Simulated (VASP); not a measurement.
# Cu (Fm-3m) in VASP: further runs

The runs below take Cu through single point, with LDA.

Everything below comes from runs of VASP 6.6.1. Logs are shortened: lines on timing, memory, paths and dates and some standing lists are left out, and cuts for length are marked.

### 1 The cell of the first run

The structure is cubic, space group Fm-3m (No. 225). Conventional cell: a = 3.409 Å, b = 3.409 Å, c = 3.409 Å, α = 90.00°, β = 90.00°, γ = 90.00°. Cu (site symmetry m-3m) has 12 Cu at 2.41 Å within 3.2 Å.

### 2 Single point, LDA (volume scaled by 0.91)

INCAR

```
ALGO     = Normal         # electronic algorithm
EDIFF    = 1E-6           # SCF threshold, eV
ENCUT    = 700            # plane-wave cutoff, eV
GGA      = CA             # functional
GGA_COMPAT= F            
ISIF     = 2              # what is computed and relaxed
ISMEAR   = 0              # smearing method
LASPH    = T              # aspherical terms in the spheres
LCHARG   = F              # write CHGCAR
LREAL    = F              # projectors in reciprocal space
LWAVE    = F              # write WAVECAR
NBANDS   = 16             # bands
NELM     = 120            # most SCF steps
PREC     = Accurate       # precision mode
SIGMA    = 0.1            # smearing width, eV
```

KPOINTS

```
k-points
0
Gamma
  20 20 20
```

POSCAR

```
Cu
1.0
    0.0000000000      1.7045401497      1.7045401497
    1.7045401497      0.0000000000      1.7045401497
    1.7045401497      1.7045401497      0.0000000000
Cu
1
Direct
    0.0000000000      0.0000000000      0.0000000000
```

Potentials or basis: VASP PAW LDA potentials, release 64 (Cu_sv_GW).

The run is started by

```bash
cat potpaw_LDA.64/Cu_sv_GW/POTCAR > POTCAR
mpirun -np 1 vasp_std > vasp.out
```

OUTCAR:

```text
EDIFF = 1E-6
   ENCUT = 700
   GGA = CA
   ISIF = 2
   ISMEAR = 0
   LASPH = T
   LREAL = F
   NELM = 120
   PREC = Accurate

 ion  position               nearest neighbor table
   1  0.000  0.000  0.000-

  LATTYP: Found a face centered cubic cell.
 ALAT       =     3.4090802994

  Lattice vectors:

 A1 = (   0.0000000000,   1.7045401497,   1.7045401497)
 A2 = (   1.7045401497,   0.0000000000,   1.7045401497)
 A3 = (   1.7045401497,   1.7045401497,   0.0000000000)

Analysis of symmetry for initial positions (statically):
=====================================================================
 Subroutine PRICEL returns:
 Original cell was already a primitive cell.

 Routine SETGRP: Setting up the symmetry group for a
 face centered cubic supercell.

 Subroutine GETGRP returns: Found 48 space group operations
 (whereof 48 operations were pure point group operations)
 out of a pool of 48 trial point group operations.

The static configuration has the point symmetry O_h .

Analysis of symmetry for dynamics (positions and initial velocities):
=====================================================================
 Subroutine PRICEL returns:
 Original cell was already a primitive cell.

 Routine SETGRP: Setting up the symmetry group for a
 face centered cubic supercell.

 Subroutine GETGRP returns: Found 48 space group operations
 (whereof 48 operations were pure point group operations)
 out of a pool of 48 trial point group operations.

The dynamic configuration has the point symmetry O_h .

 Subroutine INISYM returns: Found 48 space group operations
 (whereof 48 operations are pure point group operations),
 and found     1 'primitive' translations

----------------------------------------------------------------------------------------

                                     Primitive cell

  volume of cell :       9.9049

  direct lattice vectors                    reciprocal lattice vectors
     0.000000000  1.704540150  1.704540150    -0.293334246  0.293334246  0.293334246
     1.704540150  0.000000000  1.704540150     0.293334246 -0.293334246  0.293334246
     1.704540150  1.704540150  0.000000000     0.293334246  0.293334246 -0.293334246

  length of vectors
     2.410583797  2.410583797  2.410583797     0.508069818  0.508069818  0.508069818

  position of ions in fractional coordinates (direct lattice)
     0.000000000  0.000000000  0.000000000

  ion indices of the primitive-cell ions
   primitive index   ion index
                 1           1

----------------------------------------------------------------------------------------

 KPOINTS: k-points

Automatic generation of k-mesh.
 Grid dimensions read from file:
 generate k-points for:   20   20   20

 Generating k-lattice:

  Cartesian coordinates                     Fractional coordinates (reciprocal lattice)
    -0.014666712  0.014666712  0.014666712     0.050000000  0.000000000  0.000000000
     0.014666712 -0.014666712  0.014666712     0.000000000  0.050000000  0.000000000
     0.014666712  0.014666712 -0.014666712     0.000000000  0.000000000  0.050000000

  Length of vectors
     0.025403491  0.025403491  0.025403491

  Shift w.r.t. Gamma in fractional coordinates (k-lattice)
     0.000000000  0.000000000  0.000000000

 Subroutine IBZKPT returns following result:
 ===========================================

 Found    256 irreducible k-points:

 Following reciprocal coordinates:
            Coordinates               Weight
  0.000000  0.000000  0.000000      1.000000
  0.050000  0.000000  0.000000      8.000000
  0.100000  0.000000  0.000000      8.000000
  0.150000  0.000000  0.000000      8.000000
  0.200000  0.000000  0.000000      8.000000
  0.250000  0.000000  0.000000      8.000000
[... 16 lines left out ...]
 -0.400000  0.050000  0.000000     24.000000
 -0.350000  0.050000  0.000000     24.000000
 [... further k-points ...]
   k-points           NKPTS =    256   k-points in BZ     NKDIM =    256   number of bands    NBANDS=     16
   number of dos      NEDOS =    301   number of ions     NIONS =      1
   total plane-waves  NPLWV =  13824
   dimension x,y,z NGX =    24 NGY =   24 NGZ =   24
   dimension x,y,z NGXF=    48 NGYF=   48 NGZF=   48
   ions per type =               1
   NGX,Y,Z   is equivalent  to a cutoff of  16.55, 16.55, 16.55 a.u.
   NGXF,Y,Z  is equivalent  to a cutoff of  33.10, 33.10, 33.10 a.u.
 SYSTEM =  unknown system
   PREC   = accura    normal or accurate (medium, high low for compatibility)
   ISTART =      0    job   : 0-new  1-cont  2-samecut
   ICHARG =      2    charge: 1-file 2-atom 10-const
   ISPIN  =      1    spin polarized calculation?
   LNONCOLLINEAR =      F non collinear calculations
   LSORBIT =      F    spin-orbit coupling
   LASPH  =      T    aspherical Exc in radial PAW
   ENCUT  =  700.0 eV  51.45 Ry    7.17 a.u.   5.20  5.20  5.20*2*pi/ulx,y,z
   NELM   =    120;   NELMIN=  2; NELMDL= -5     # of ELM steps
   EDIFF  = 0.1E-05   stopping-criterion for ELM
   LREAL  =      F    real-space projection
   EDIFFG = 0.1E-04   stopping-criterion for IOM
   NSW    =      0    number of steps for IOM
   IBRION =     -1    ionic relax: 0-MD 1-quasi-New 2-CG
   NFREE  =      0    steps in history (QN), initial steepest desc. (CG)
   ISIF   =      2    stress and relaxation
   ISYM   =      2    0-nonsym 1-usesym 2-fastsym
   POTIM  = 0.5000    time-step for ionic-motion
   TEBEG  =    0.0;   TEEND  =   0.0 temperature during run
   PSTRESS=    0.0 pullay stress
   NELECT =      19.0000    total number of electrons
   NUPDOWN=      -1.0000    fix difference up-down
   EMIN   =  10.00;   EMAX   =-10.00  energy-range for DOS
   EFERMI =   0.00;   METHOD = LEGACY
   ISMEAR =     0;   SIGMA  =   0.10  broadening in eV -4-tet -1-fermi 0-gaus
   EFERMI_NEDOS =   21; number of points for ismear=-14 and -15
   IALGO  =     38    algorithm
   IMIX   =      4    mixing-type and parameters
     AMIX     =   0.40;   BMIX     =  1.00
     AMIX_MAG =   1.60;   BMIX_MAG =  1.00
  volume/ion in A,a.u.               =       9.90        66.84
  Fermi-wavevector in a.u.,A,eV,Ry     =   2.034115  3.843920 56.295780  4.137623
  Thomas-Fermi vector in A             =   3.041177
   LORBIT       =      0    0 simple, 1 ext, 2 COOP (PROOUT), +10 PAW based schemes
   GGA     = CA    functional components
   LHFCALC =     F    Hartree Fock is set to
   AEXX    =    0.0000 exact exchange contribution
   IVDW    =     0    specifies the selected vdW correction
   LEPSILON=     F    determine dielectric tensor
   LRPA    =     F    only Hartree local field effects (RPA)
 non-spin polarized calculation
 Gauss-broadening in eV      SIGMA  =   0.10
  energy-cutoff  :      700.00
  volume of cell :        9.90
 maximum number of plane-waves:       444
 NGX is ok and might be reduce to    24
   NGX = 11   NGY = 11   NGZ = 11

 number of electron      18.9999998 magnetization

 Free energy of the ion-electron system (eV)
  ---------------------------------------------------
  ext. energy  EPLUGINS =         0.00000000
  ---------------------------------------------------
  free energy    TOTEN  =        -4.78853587 eV

  energy without entropy =       -4.78735297  energy(sigma->0) =       -4.78794442

 E-fermi :   9.5902     XC(G=0): -15.0093

 val. band max:        9.5844795682   @ k =   0.4500   0.3500   0.0000
 cond. band min:       9.6320091678   @ k =   0.5000   0.2500   0.1000
 fundamental gap:      0.0475295996
 Fermi energy:         9.5902082175

 k-point     1 :       0.0000    0.0000    0.0000
  band No.  band energies     occupation
      1    -102.3846      2.00000
      2     -60.2345      2.00000
      3     -60.2345      2.00000
      4     -60.2345      2.00000
      5      -1.2612      2.00000
      6       5.9180      2.00000
[... 8 lines left out ...]
     15      40.1986      0.00000
     16      40.1986      0.00000

 k-point     2 :       0.0500    0.0000    0.0000
  band No.  band energies     occupation
      1    -102.3837      2.00000
      2     -60.2399      2.00000
      3     -60.2352      2.00000
      4     -60.2352      2.00000
      5      -1.1574      2.00000
      6       5.8912      2.00000
[... 8 lines left out ...]
     15      40.6342      0.00000
     16      40.6342      0.00000

 k-point     3 :       0.1000    0.0000    0.0000
  band No.  band energies     occupation
      1    -102.3816      2.00000
      2     -60.2566      2.00000
      3     -60.2376      2.00000
      4     -60.2376      2.00000
      5      -0.8494      2.00000
      6       5.8161      2.00000
[... 8 lines left out ...]
     15      41.5635      0.00000
     16      41.5635      0.00000

 k-point     4 :       0.1500    0.0000    0.0000
  band No.  band energies     occupation
      1    -102.3777      2.00000
      2     -60.2801      2.00000
      3     -60.2412      2.00000
      4     -60.2412      2.00000
      5      -0.3486      2.00000
      6       5.7129      2.00000
[... 8 lines left out ...]
     15      42.0031      0.00000
     16      42.3749      0.00000

 k-point     5 :       0.2000    0.0000    0.0000
  band No.  band energies     occupation
      1    -102.3728      2.00000
      2     -60.3107      2.00000
      3     -60.2454      2.00000
      4     -60.2454      2.00000
      5       0.3217      2.00000
      6       5.6115      2.00000
[... 8 lines left out ...]
     15      42.1053      0.00000
     16      42.1123      0.00000

 k-point     6 :       0.2500    0.0000    0.0000
  band No.  band energies     occupation
      1    -102.3675      2.00000
      2     -60.3448      2.00000
      3     -60.2502      2.00000
      4     -60.2502      2.00000
      5       1.1158      2.00000
      6       5.5643      2.00000
[... 8 lines left out ...]
     15      40.9791      0.00000
     16      40.9791      0.00000
[... 267 lines left out ...]
 k-point    21 :       0.5000    0.0500    0.0000
  band No.  band energies     occupation
      1    -102.3506      2.00000
      2     -60.4511      2.00000
      3     -60.2703      2.00000
      4     -60.2679      2.00000
      5       3.3873      2.00000
      6       5.8296      2.00000
[... 8 lines left out ...]
     15      38.2213      0.00000
     16      38.3483      0.00000

 k-point    22 :      -0.4500    0.0500    0.0000
  band No.  band energies     occupation
      1    -102.3512      2.00000
      2     -60.4501      2.00000
      3     -60.2711      2.00000
      4     -60.2667      2.00000
      5       3.3710      2.00000
      6       5.8403      2.00000
[... 8 lines left out ...]
     15      37.7941      0.00000
     16      38.6552      0.00000

 k-point    23 :      -0.4000    0.0500    0.0000
  band No.  band energies     occupation
      1    -102.3528      2.00000
      2     -60.4384      2.00000
      3     -60.2696      2.00000
      4     -60.2635      2.00000
      5       3.2366      2.00000
      6       5.8834      2.00000
[... 8 lines left out ...]
     15      37.5674      0.00000
     16      39.0947      0.00000

 k-point    24 :      -0.3500    0.0500    0.0000
  band No.  band energies     occupation
      1    -102.3563      2.00000
      2     -60.4174      2.00000
      3     -60.2672      2.00000
      4     -60.2600      2.00000
      5       2.8956      2.00000
      6       5.9509      2.00000
[... 8 lines left out ...]
     15      37.6064      0.00000
     16      39.6143      0.00000

 [... further k-points ...]
[... 5 lines left out ...]
  --------------------------------------------------------------------------------------
  -------------------------------------------------------------------------------------
  Total        1.1041255      1.1041255      1.1041255      0.0000000      0.0000000     -0.0000000
  in kB      178.5983014    178.5983014    178.5983014      0.0000000      0.0000000     -0.0000000
  external PRESSURE =     178.5983014 kB  Pullay stress =       0.0000000 kB

 VOLUME and BASIS-vectors are now :
 -----------------------------------------------------------------------------
  energy-cutoff  :      700.00
  volume of cell :        9.90
      direct lattice vectors                 reciprocal lattice vectors
     0.000000000  1.704540150  1.704540150    -0.293334246  0.293334246  0.293334246
     1.704540150  0.000000000  1.704540150     0.293334246 -0.293334246  0.293334246
     1.704540150  1.704540150  0.000000000     0.293334246  0.293334246 -0.293334246

 POSITION                                       TOTAL-FORCE (eV/Angst)
 -----------------------------------------------------------------------------------
      0.00000      0.00000      0.00000         0.000000     -0.000000     -0.000000
 -----------------------------------------------------------------------------------
    total drift:                               -0.000000     -0.000000     -0.000000

  FREE ENERGIE OF THE ION-ELECTRON SYSTEM (eV)
  ---------------------------------------------------
  free  energy   TOTEN  =        -4.7885358747 eV

  energy  without entropy=       -4.7873529742  energy(sigma->0) =       -4.78794442
```

It took 70 s on 1 thread of AMD EPYC 7R13 (Zen 3), shared host; peak memory 0.17 GiB.

What came out:

| Item | Value |
| --- | --- |
| Free energy | -4.7885 eV |
| Pressure | 17.9 GPa |

### 3 Single point, LDA (volume scaled by 0.97)

INCAR

```
PREC     = Accurate       # precision mode
ENCUT    = 700            # plane-wave cutoff, eV
EDIFF    = 1E-6           # SCF threshold, eV
ISMEAR   = 0              # smearing method
SIGMA    = 0.1            # smearing width, eV
LREAL    = F              # projectors in reciprocal space
LASPH    = T              # aspherical terms in the spheres
NELM     = 120            # most SCF steps
ALGO     = Normal         # electronic algorithm
ISIF     = 2              # what is computed and relaxed
LWAVE    = F              # write WAVECAR
LCHARG   = T              # write CHGCAR
LELF     = T              # ELF
LVHAR    = T            
NBANDS   = 16             # bands
GGA_COMPAT= F
```

KPOINTS

```
Automatic mesh
0
Gamma
  20 20 20
```

POSCAR

```
Cu
1.0
    0.0000000000      1.7412081153      1.7412081153
    1.7412081153      0.0000000000      1.7412081153
    1.7412081153      1.7412081153      0.0000000000
Cu
1
Direct
    0.0000000000      0.0000000000      0.0000000000
```

Potentials or basis: VASP PAW LDA potentials, release 64 (Cu_sv_GW).

The run is started by

```bash
cat potpaw_LDA.64/Cu_sv_GW/POTCAR > POTCAR
mpirun -np 1 vasp_std > vasp.out
```

Wall time 38 s (1 thread of Intel Xeon Platinum 8488C (Sapphire Rapids), shared host); peak memory 0.2 GiB.

The run converged. Its results:

| Quantity | Value |
| --- | --- |
| Free energy | -4.8493 eV |
| Pressure | 1.8 GPa |

Levels at points of the mesh, in eV from the Fermi level:
| k point | band 7 | band 8 | band 9 | band 10 | band 11 | band 12 | band 13 | band 14 |
| --- | --- | --- | --- | --- | --- | --- | --- | --- |
| (0.00, 0.00, 0.00) | -3.41 | -3.41 | -2.40 | -2.40 | 23.60 | 26.94 | 26.94 | 26.94 |
| (0.50, 0.00, 0.00) | -3.45 | -1.72 | -1.72 | -1.36 | 4.34 | 22.05 | 23.70 | 23.70 |
| (0.50, 0.50, 0.00) | -1.73 | -1.55 | -1.55 | 1.36 | 7.94 | 13.87 | 13.87 | 18.84 |
